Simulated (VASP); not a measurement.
# KF (Carobbiite) (Fm-3m) in VASP: notebook

The runs below take KF (Carobbiite) through vibrations by perturbation theory, with PBEsol.

Program: VASP 6.6.1. These are calculated values, not measurements. Logs are shortened: lines on timing, memory, paths and dates and some standing lists are left out, and cuts for length are marked.

## (1) The cell of the first run

The structure is cubic, space group Fm-3m (No. 225). Conventional cell: a = 5.308 Å, b = 5.308 Å, c = 5.308 Å, α = 90.00°, β = 90.00°, γ = 90.00°. K (site symmetry m-3m) has 6 F at 2.65 Å within 3.5 Å. F (site symmetry m-3m) has 6 K at 2.65 Å within 3.5 Å.

## (2) Vibrations by perturbation theory, PBEsol

INCAR reads:

```
PREC = Accurate ; ENCUT = 520
EDIFF = 1E-8 ; ISMEAR = 0
SIGMA = 0.01 ; LREAL = F
LASPH = T ; NELM = 60
ALGO = Normal ; ISIF = 2
LWAVE = F ; LCHARG = F
GGA = PS ; NBANDS = 15
IBRION = 8 ; NSW = 1
```

KPOINTS reads:

```
Automatic mesh
0
Gamma
  6 6 6
```

POSCAR reads:

```
KF
1.0
    0.0000000000      2.6541862338      2.6541862338
    2.6541862338      0.0000000000      2.6541862338
    2.6541862338      2.6541862338      0.0000000000
K F
1 1
Direct
    0.0000000000      0.0000000000      0.0000000000
    0.5000000000      0.5000000000      0.5000000000
```

Potentials or basis: VASP PAW PBE potentials, release 64 (K_sv, F).

The run is started by

```console
$ cat potpaw_PBE.64/K_sv/POTCAR potpaw_PBE.64/F/POTCAR > POTCAR
$ mpirun -np 1 vasp_std > vasp.out
```

OUTCAR:

```text
PREC = Accurate
   ENCUT = 520
   EDIFF = 1E-8
   ISMEAR = 0
   LREAL = F
   LASPH = T
   NELM = 60
   ISIF = 2
   GGA = PS
   IBRION = 8
   NSW = 1

 ion  position               nearest neighbor table
   1  0.000  0.000  0.000-   2 2.65   2 2.65   2 2.65   2 2.65   2 2.65   2 2.65
   2  0.500  0.500  0.500-   1 2.65   1 2.65   1 2.65   1 2.65   1 2.65   1 2.65

  LATTYP: Found a face centered cubic cell.
 ALAT       =     5.3083724676

  Lattice vectors:

 A1 = (   0.0000000000,   2.6541862338,   2.6541862338)
 A2 = (   2.6541862338,   0.0000000000,   2.6541862338)
 A3 = (   2.6541862338,   2.6541862338,   0.0000000000)

Analysis of symmetry for initial positions (statically):
=====================================================================
 Subroutine PRICEL returns:
 Original cell was already a primitive cell.

 Routine SETGRP: Setting up the symmetry group for a
 face centered cubic supercell.

 Subroutine GETGRP returns: Found 48 space group operations
 (whereof 48 operations were pure point group operations)
 out of a pool of 48 trial point group operations.

The static configuration has the point symmetry O_h .

Analysis of symmetry for dynamics (positions and initial velocities):
=====================================================================
 Subroutine PRICEL returns:
 Original cell was already a primitive cell.

 Routine SETGRP: Setting up the symmetry group for a
 face centered cubic supercell.

 Subroutine GETGRP returns: Found 48 space group operations
 (whereof 48 operations were pure point group operations)
 out of a pool of 48 trial point group operations.

The dynamic configuration has the point symmetry O_h .

 Subroutine INISYM returns: Found 48 space group operations
 (whereof 48 operations are pure point group operations),
 and found     1 'primitive' translations

----------------------------------------------------------------------------------------

                                     Primitive cell

  volume of cell :      37.3959

  direct lattice vectors                    reciprocal lattice vectors
     0.000000000  2.654186234  2.654186234    -0.188381657  0.188381657  0.188381657
     2.654186234  0.000000000  2.654186234     0.188381657 -0.188381657  0.188381657
     2.654186234  2.654186234  0.000000000     0.188381657  0.188381657 -0.188381657

  length of vectors
     3.753586169  3.753586169  3.753586169     0.326286601  0.326286601  0.326286601

  position of ions in fractional coordinates (direct lattice)
     0.000000000  0.000000000  0.000000000
     0.500000000  0.500000000  0.500000000

  ion indices of the primitive-cell ions
   primitive index   ion index
                 1           1
                 2           2

----------------------------------------------------------------------------------------

 KPOINTS: Automatic mesh

Automatic generation of k-mesh.
 Grid dimensions read from file:
 generate k-points for:    6    6    6

 Generating k-lattice:

  Cartesian coordinates                     Fractional coordinates (reciprocal lattice)
    -0.031396943  0.031396943  0.031396943     0.166666667  0.000000000  0.000000000
     0.031396943 -0.031396943  0.031396943     0.000000000  0.166666667  0.000000000
     0.031396943  0.031396943 -0.031396943     0.000000000  0.000000000  0.166666667

  Length of vectors
     0.054381100  0.054381100  0.054381100

  Shift w.r.t. Gamma in fractional coordinates (k-lattice)
     0.000000000  0.000000000  0.000000000

 Subroutine IBZKPT returns following result:
[... 73 lines left out ...]
  energy-cutoff  :      520.00
  volume of cell :       37.40
 maximum number of plane-waves:      1018
   NGX = 13   NGY = 13   NGZ = 13

--------------------------------------- Ionic step        1  -------------------------------------------

 number of electron      16.0000012 magnetization

 Free energy of the ion-electron system (eV)
  ---------------------------------------------------
  ext. energy  EPLUGINS =         0.00000000
  ---------------------------------------------------
  free energy    TOTEN  =        -8.52011188 eV

  energy without entropy =       -8.52011188  energy(sigma->0) =       -8.52011188

 E-fermi :  -2.8112     XC(G=0):  -8.7053

 val. band max:       -2.8557359108   @ k =   0.0000   0.0000   0.0000
 cond. band min:       3.2738872264   @ k =   0.0000   0.0000   0.0000
 fundamental gap:      6.1296231372
 Fermi energy:        -2.8112381815

 k-point     1 :       0.0000    0.0000    0.0000
  band No.  band energies     occupation
      1     -28.7654      2.00000
      2     -21.3945      2.00000
      3     -12.0615      2.00000
      4     -12.0615      2.00000
      5     -12.0615      2.00000
      6      -2.8557      2.00000
      7      -2.8557      2.00000
      8      -2.8557      2.00000
      9       3.2739      0.00000
     10       7.8315      0.00000
     11       7.8315      0.00000
     12       7.8315      0.00000
     13       9.5337      0.00000
     14       9.5337      0.00000
[... 259 lines left out ...]
      4     -12.3907      2.00000
      5     -12.1888      2.00000
      6      -3.1923      2.00000
      7      -3.0432      2.00000
      8      -2.9709      2.00000
      9       6.0256      0.00000
     10       7.7584      0.00000
     11       8.1401      0.00000
     12      10.7721      0.00000
     13      11.5469      0.00000
     14      12.3322      0.00000
     15      12.6144      0.00000

------------------------ aborting loop because EDIFF is reached ----------------------------------------

  FORCE on cell =-STRESS in cart. coord.  units (eV):
  Direction    XX          YY          ZZ          XY          YZ          ZX
  --------------------------------------------------------------------------------------
  -------------------------------------------------------------------------------------
  Total        0.0049198      0.0049198      0.0049198      0.0000000      0.0000000      0.0000000
  in kB        0.2107836      0.2107836      0.2107836      0.0000000      0.0000000      0.0000000
  external PRESSURE =       0.2107836 kB  Pullay stress =       0.0000000 kB

 VOLUME and BASIS-vectors are now :
 -----------------------------------------------------------------------------
  energy-cutoff  :      520.00
  volume of cell :       37.40
      direct lattice vectors                 reciprocal lattice vectors
     0.000000000  2.654186234  2.654186234    -0.188381657  0.188381657  0.188381657
     2.654186234  0.000000000  2.654186234     0.188381657 -0.188381657  0.188381657
     2.654186234  2.654186234  0.000000000     0.188381657  0.188381657 -0.188381657

 POSITION                                       TOTAL-FORCE (eV/Angst)
 -----------------------------------------------------------------------------------
      0.00000      0.00000      0.00000         0.000000     -0.000000     -0.000000
      2.65419      2.65419      2.65419        -0.000000      0.000000      0.000000
 -----------------------------------------------------------------------------------
    total drift:                                0.000000      0.000000      0.000000

  FREE ENERGIE OF THE ION-ELECTRON SYSTEM (eV)
  ---------------------------------------------------
  free  energy   TOTEN  =        -8.5201118839 eV

  energy  without entropy=       -8.5201118839  energy(sigma->0) =       -8.52011188

[... ionic steps 2 to 3 ...]

--------------------------------------- Ionic step        4  -------------------------------------------

------------------------ aborting loop because EDIFF is reached ----------------------------------------

[... ionic steps 5 to 6 ...]

--------------------------------------- Ionic step        7  -------------------------------------------

 Free energy of the ion-electron system (eV)
  ---------------------------------------------------
  ---------------------------------------------------
  free energy    TOTEN  =        -0.53237219 eV

  energy without entropy =       -0.53237219

------------------------ aborting loop because EDIFF is reached ----------------------------------------

 INTERNAL STRAIN TENSOR  FOR ION    2  DIRECTION 1   (eV/Angst):
 -----------------------------------------------------------------------------
    -0.01533  0.00000  0.00000
     0.00000  0.00426  0.00000
    -0.00000  0.00000  0.00426

 INTERNAL STRAIN TENSOR FOR ION    2 for displacements in x,y,z  (eV/Angst):
          X           Y           Z          XY          YZ          ZX
  --------------------------------------------------------------------------------
  x     0.00000     0.00000     0.00000     0.00000     0.00000     0.00000
  y     0.00000     0.00000     0.00000     0.00000     0.00000     0.00000
  z     0.00000     0.00000     0.00000     0.00000     0.00000     0.00000

 SECOND DERIVATIVES (NOT SYMMETRIZED)
 ------------------------------------
               1X          1Y          1Z          2X          2Y          2Z
  1X    -1.580615    0.000000    0.000000    1.580615    0.000000    0.000000
  1Y     0.000000   -1.580615    0.000000    0.000000    1.580615    0.000000
  1Z     0.000000    0.000000   -1.580615    0.000000    0.000000    1.580615
  2X     1.614928    0.000000    0.000000   -1.614928    0.000000    0.000000
  2Y     0.000000    1.614928    0.000000    0.000000   -1.614928    0.000000
  2Z     0.000000    0.000000    1.614928    0.000000    0.000000   -1.614928

 Eigenvectors and eigenvalues of the dynamical matrix
 ----------------------------------------------------

   1 f  =    5.536823 THz    34.788884 2PiTHz  184.688533 cm-1    22.898449 meV
             X         Y         Z           dx          dy          dz
      0.000000  0.000000  0.000000     0.567724   -0.000000    0.000000
      2.654186  2.654186  2.654186    -0.823219   -0.000000   -0.000000
[... 21 lines left out ...]
   6 f/i=    0.027786 THz     0.174587 2PiTHz    0.926852 cm-1     0.114915 meV
             X         Y         Z           dx          dy          dz
      0.000000  0.000000  0.000000    -0.397953   -0.566722   -0.445139
      2.654186  2.654186  2.654186    -0.274444   -0.390834   -0.306985

--------------------------------------------------------------------------------------------------------

 ELASTIC MODULI CONTR FROM IONIC RELAXATION (kBar)
 Direction    XX          YY          ZZ          XY          YZ          ZX
 --------------------------------------------------------------------------------
 XX           0.0000      0.0000      0.0000      0.0000      0.0000      0.0000
 YY           0.0000      0.0000      0.0000      0.0000      0.0000      0.0000
 ZZ           0.0000      0.0000      0.0000      0.0000      0.0000      0.0000
 XY           0.0000      0.0000      0.0000      0.0000      0.0000      0.0000
 YZ           0.0000      0.0000      0.0000      0.0000      0.0000      0.0000
 ZX           0.0000      0.0000      0.0000      0.0000      0.0000      0.0000
 --------------------------------------------------------------------------------
```

It took 2.5 min on 1 thread of AMD EPYC 7R13, shared host; peak memory 0.17 GiB.

What came out:

| Property | Result |
| --- | --- |
| Highest phonon frequency at Γ, LO-TO splitting left out | 185 cm⁻¹ |

Phonon frequencies in cm⁻¹ (negative: imaginary):
```tsv
q point	frequencies
(0.000, 0.000, 0.000)	-1 -1 -1 185 185 185
```

Caveat: the PAW data sets were made with another functional, which shifts forces and pressure a little.

(Continued in part 2 of 3.)
